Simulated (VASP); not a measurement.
# Cd (P6_3/mmc) in VASP: notebook

Cd is run at these levels: PBEsol; tasks: single point.

Everything below comes from runs of VASP 6.6.1. Logs are shortened: lines on timing, memory, paths and dates and some standing lists are left out, and cuts for length are marked.

### 1 The cell of the first run

It takes space group P6_3/mmc (No. 194, hexagonal). Conventional cell: a = 2.979 Å, b = 2.979 Å, c = 5.618 Å, α = 90.00°, β = 90.00°, γ = 120.00°. Cd (site symmetry -6m2) has 12 Cd at 2.98 to 3.29 Å within 3.9 Å.

### 2 Single point, PBEsol

The input, INCAR:

```
PREC = Accurate
ENCUT = 520
EDIFF = 1E-6
ISMEAR = 0
SIGMA = 0.1
LREAL = False
LASPH = True
NELM = 60
ALGO = Normal
ISIF = 2
LWAVE = False
LCHARG = True
GGA = PS
LELF = True
LVHAR = True
NBANDS = 19
```

The input, KPOINTS:

```
Automatic mesh
0
Gamma
  9 9 4
```

The input, POSCAR:

```
Cd
1.0
    2.9788725081      0.0000000000      0.0000000000
   -1.4894362540      2.5797792666      0.0000000000
    0.0000000000      0.0000000000      5.6176500000
Cd
2
Direct
    0.3333333333      0.6666666667      0.2500000000
    0.6666666667      0.3333333333      0.7500000000
```

Potentials or basis: VASP PAW PBE potentials, release 64 (Cd).

Command:

```sh
$ cat potpaw_PBE.64/Cd/POTCAR > POTCAR
$ mpirun -np 1 vasp_std > vasp.out
```

OUTCAR:

```text
PREC = Accurate
   ENCUT = 520
   EDIFF = 1E-6
   ISMEAR = 0
   LREAL = False
   LASPH = True
   NELM = 60
   ISIF = 2
   GGA = PS

 ion  position               nearest neighbor table
   1  0.333  0.667  0.250-   2 3.29   2 3.29   2 3.29   2 3.29   2 3.29   2 3.29
   2  0.667  0.333  0.750-   1 3.29   1 3.29   1 3.29   1 3.29   1 3.29   1 3.29

  LATTYP: Found a hexagonal cell.
 ALAT       =     2.9788725081
 C/A-ratio  =     1.8858309594

  Lattice vectors:

 A1 = (   2.9788725081,   0.0000000000,   0.0000000000)
 A2 = (  -1.4894362540,   2.5797792666,   0.0000000000)
 A3 = (   0.0000000000,   0.0000000000,   5.6176500000)

Analysis of symmetry for initial positions (statically):
=====================================================================
 Subroutine PRICEL returns:
 Original cell was already a primitive cell.

 Routine SETGRP: Setting up the symmetry group for a
 hexagonal supercell.

 Subroutine GETGRP returns: Found 24 space group operations
 (whereof 12 operations were pure point group operations)
 out of a pool of 24 trial point group operations.

The static configuration has the point symmetry D_3d.
 The point group associated with its full space group is D_6h.

Analysis of symmetry for dynamics (positions and initial velocities):
=====================================================================
 Subroutine PRICEL returns:
 Original cell was already a primitive cell.

 Routine SETGRP: Setting up the symmetry group for a
 hexagonal supercell.

 Subroutine GETGRP returns: Found 24 space group operations
 (whereof 12 operations were pure point group operations)
 out of a pool of 24 trial point group operations.

The dynamic configuration has the point symmetry D_3d.
 The point group associated with its full space group is D_6h.

 Subroutine INISYM returns: Found 24 space group operations
 (whereof 12 operations are pure point group operations),
 and found     1 'primitive' translations

----------------------------------------------------------------------------------------

                                     Primitive cell

  volume of cell :      43.1707

  direct lattice vectors                    reciprocal lattice vectors
     2.978872508  0.000000000  0.000000000     0.335697482  0.193815032  0.000000000
[... 80 lines left out ...]
   ISPIN  =      1    spin polarized calculation?
   LNONCOLLINEAR =      F non collinear calculations
   LSORBIT =      F    spin-orbit coupling
   LASPH  =      T    aspherical Exc in radial PAW
   ENCUT  =  520.0 eV  38.22 Ry    6.18 a.u.   5.54  5.54 10.45*2*pi/ulx,y,z
   NELM   =     60;   NELMIN=  2; NELMDL= -5     # of ELM steps
   EDIFF  = 0.1E-05   stopping-criterion for ELM
   LREAL  =      F    real-space projection
   EDIFFG = 0.1E-04   stopping-criterion for IOM
   NSW    =      0    number of steps for IOM
   IBRION =     -1    ionic relax: 0-MD 1-quasi-New 2-CG
   NFREE  =      0    steps in history (QN), initial steepest desc. (CG)
   ISIF   =      2    stress and relaxation
   ISYM   =      2    0-nonsym 1-usesym 2-fastsym
   POTIM  = 0.5000    time-step for ionic-motion
   TEBEG  =    0.0;   TEEND  =   0.0 temperature during run
   PSTRESS=    0.0 pullay stress
   NELECT =      24.0000    total number of electrons
   NUPDOWN=      -1.0000    fix difference up-down
   EMIN   =  10.00;   EMAX   =-10.00  energy-range for DOS
   EFERMI =   0.00;   METHOD = LEGACY
   ISMEAR =     0;   SIGMA  =   0.10  broadening in eV -4-tet -1-fermi 0-gaus
   EFERMI_NEDOS =   21; number of points for ismear=-14 and -15
   IALGO  =     38    algorithm
   IMIX   =      4    mixing-type and parameters
     AMIX     =   0.40;   BMIX     =  1.00
     AMIX_MAG =   1.60;   BMIX_MAG =  1.00
  volume/ion in A,a.u.               =      21.59       145.67
  Fermi-wavevector in a.u.,A,eV,Ry     =   1.346115  2.543789 24.654109  1.812026
  Thomas-Fermi vector in A             =   2.473973
   LORBIT       =      0    0 simple, 1 ext, 2 COOP (PROOUT), +10 PAW based schemes
   GGA     = PS    functional components
   LHFCALC =     F    Hartree Fock is set to
   AEXX    =    0.0000 exact exchange contribution
   IVDW    =     0    specifies the selected vdW correction
   LEPSILON=     F    determine dielectric tensor
   LRPA    =     F    only Hartree local field effects (RPA)
 non-spin polarized calculation
 Gauss-broadening in eV      SIGMA  =   0.10
  energy-cutoff  :      520.00
  volume of cell :       43.17
 maximum number of plane-waves:      1188
 NGX is ok and might be reduce to    24
   NGX = 11   NGY = 11   NGZ = 21

 number of electron      23.9999993 magnetization

 Free energy of the ion-electron system (eV)
  ---------------------------------------------------
  ext. energy  EPLUGINS =         0.00000000
  ---------------------------------------------------
  free energy    TOTEN  =        -2.36078216 eV

  energy without entropy =       -2.35315625  energy(sigma->0) =       -2.35696921

 E-fermi :   3.0201     XC(G=0): -11.2081

 val. band max:        3.0111584241   @ k =   0.4444   0.1111   0.5000
 cond. band min:       3.0582076038   @ k =   0.3333   0.2222   0.2500
 fundamental gap:      0.0470491797
 Fermi energy:         3.0201374876

 k-point     1 :       0.0000    0.0000    0.0000
  band No.  band energies     occupation
      1      -7.0431      2.00000
      2      -6.7744      2.00000
      3      -6.3937      2.00000
      4      -6.3937      2.00000
      5      -6.3419      2.00000
      6      -6.3419      2.00000
[... 505 lines left out ...]
      6      -6.2238      2.00000
[... 11 lines left out ...]
     18      10.6333      0.00000
     19      11.9877      0.00000

 [... further k-points ...]

------------------------ aborting loop because EDIFF is reached ----------------------------------------

  FORCE on cell =-STRESS in cart. coord.  units (eV):
  Direction    XX          YY          ZZ          XY          YZ          ZX
  --------------------------------------------------------------------------------------
  -------------------------------------------------------------------------------------
  Total       -0.3463386     -0.3463386      0.0984368     -0.0000000      0.0000000      0.0000000
  in kB      -12.8535285    -12.8535285      3.6532477     -0.0000000      0.0000000      0.0000000
  external PRESSURE =      -7.3512698 kB  Pullay stress =       0.0000000 kB

 VOLUME and BASIS-vectors are now :
 -----------------------------------------------------------------------------
  energy-cutoff  :      520.00
  volume of cell :       43.17
      direct lattice vectors                 reciprocal lattice vectors
     2.978872508  0.000000000  0.000000000     0.335697482  0.193815032  0.000000000
    -1.489436254  2.579779267  0.000000000     0.000000000  0.387630063  0.000000000
     0.000000000  0.000000000  5.617650000     0.000000000  0.000000000  0.178010378

 POSITION                                       TOTAL-FORCE (eV/Angst)
 -----------------------------------------------------------------------------------
     -0.00000      1.71985      1.40441        -0.000000     -0.000000      0.000000
      1.48944      0.85993      4.21324         0.000000      0.000000      0.000000
 -----------------------------------------------------------------------------------
    total drift:                                0.000000     -0.000000      0.000000

  FREE ENERGIE OF THE ION-ELECTRON SYSTEM (eV)
  ---------------------------------------------------
  free  energy   TOTEN  =        -2.3607821646 eV

  energy  without entropy=       -2.3531562529  energy(sigma->0) =       -2.35696921
```

OSZICAR:

```text
N       E                     dE             d eps       ncg     rms          rms(c)
DAV:   1     0.176683372758E+03    0.17668E+03   -0.13173E+04  1368   0.127E+03
DAV:   2     0.152048687358E+01   -0.17516E+03   -0.16968E+03  1431   0.335E+02
DAV:   3    -0.252822182595E+01   -0.40487E+01   -0.40404E+01  1555   0.581E+01
DAV:   4    -0.253564971546E+01   -0.74279E-02   -0.74275E-02  1560   0.230E+00
DAV:   5    -0.253567213481E+01   -0.22419E-04   -0.22420E-04  1518   0.125E-01    0.436E+00
DAV:   6    -0.237335974639E+01    0.16231E+00   -0.38390E-01  1497   0.755E+00    0.354E+00
DAV:   7    -0.236253233902E+01    0.10827E-01   -0.28388E-02  1535   0.152E+00    0.195E+00
DAV:   8    -0.236074731541E+01    0.17850E-02   -0.31215E-03  1431   0.684E-01    0.884E-02
DAV:   9    -0.236076208337E+01   -0.14768E-04   -0.31426E-05  1531   0.587E-02    0.401E-02
DAV:  10    -0.236078228220E+01   -0.20199E-04   -0.15272E-05  1462   0.416E-02    0.331E-03
DAV:  11    -0.236078216462E+01    0.11759E-06   -0.97582E-08   816   0.301E-03
   1 F= -.23607822E+01 E0= -.23569692E+01  d E =-.762591E-02
```

Run time: 17 s. Hardware: 1 thread of Intel Xeon Platinum 8259CL at 2.50GHz (Skylake/Cascade Lake), shared host; peak memory 0.17 GiB.

Results:

| Quantity | Value |
| --- | --- |
| Free energy | -2.3608 eV |
| Pressure | -0.7 GPa |
| Band gap on the k mesh | zero (band 12 reaches 3.82 eV, above the bottom of band 13 at -0.24 eV) |

Levels at points of the mesh, in eV from the Fermi level:
| k point | band 10 | band 11 | band 12 | band 13 | band 14 | band 15 |
| --- | --- | --- | --- | --- | --- | --- |
| (0.00, 0.00, 0.00) | -8.63 | -8.63 | -3.30 | -3.26 | 10.31 | 14.22 |
| (0.00, 0.00, 0.50) | -8.74 | -7.62 | -7.62 | 3.47 | 3.47 | 14.55 |

Caveat: the PAW data sets were made with another functional, which shifts forces and pressure a little.

### 3 Single point, PBEsol

This run uses another cell than the first one, of 21.05 Å³/atom, 0.975 times its volume.

The input, INCAR:

```
SYSTEM = Cd
ALGO     = Fast           ! electronic algorithm
EDIFF    = 1E-6           ! SCF threshold, eV
ENCUT    = 520            ! plane-wave cutoff, eV
GGA      = PS             ! functional
ISIF     = 2              ! what is computed and relaxed
ISMEAR   = 0              ! smearing method
LASPH    = .True.         ! aspherical terms in the spheres
LCHARG   = .True.         ! write CHGCAR
LELF     = .True.         ! ELF
LREAL    = .False.        ! projectors in reciprocal space
LVHAR    = .True.       
LWAVE    = .False.        ! write WAVECAR
NBANDS   = 19             ! bands
NELM     = 100            ! most SCF steps
PREC     = Accurate       ! precision mode
SIGMA    = 0.1            ! smearing width, eV
```

The input, KPOINTS:

```
k-points
0
Gamma
  21 21 10
  0 0 0
```

The input, POSCAR:

```
Cd
1.0
    2.9456360895      0.0000000000      0.0000000000
   -1.4728180447      2.5509956838      0.0000000000
    0.0000000000      0.0000000000      5.6036303240
Cd
2
Direct
    0.3333333333      0.6666666667      0.2500000000
    0.6666666667      0.3333333333      0.7500000000
```

Potentials or basis: VASP PAW PBE potentials, release 64 (Cd).

Command:

```sh
$ cat potpaw_PBE.64/Cd/POTCAR > POTCAR
$ mpirun -np 1 vasp_std > vasp.out
```

Wall time 2.2 min (1 thread of Intel Xeon Platinum 8259CL at 2.50GHz (Skylake/Cascade Lake), shared host); peak memory 0.3 GiB.

It converged, with:

| Item | Value |
| --- | --- |
| Free energy | -2.4010 eV |
| Pressure | 0.4 GPa |
| Band gap on the k mesh | zero (band 12 reaches 4.36 eV, above the bottom of band 13 at -0.14 eV) |

Stress tensor (GPa, compression positive):
```
0.52 0.00 0.00
0.00 0.52 0.00
0.00 0.00 0.24
```

Levels at points of the mesh, in eV from the Fermi level:
```
           k point  band 8  band 9  band 10  band 11  band 12  band 13  band 14  band 15  band 16  band 17
(0.00, 0.00, 0.00)   -8.71   -8.71    -8.45    -8.45    -3.23    -3.13    10.44    14.62    14.90    15.26
(0.00, 0.00, 0.50)   -8.56   -8.56    -8.56    -7.56    -7.56     3.61     3.61    14.95    14.95    16.20
```

Caveat: the PAW data sets were made with another functional, which shifts forces and pressure a little.
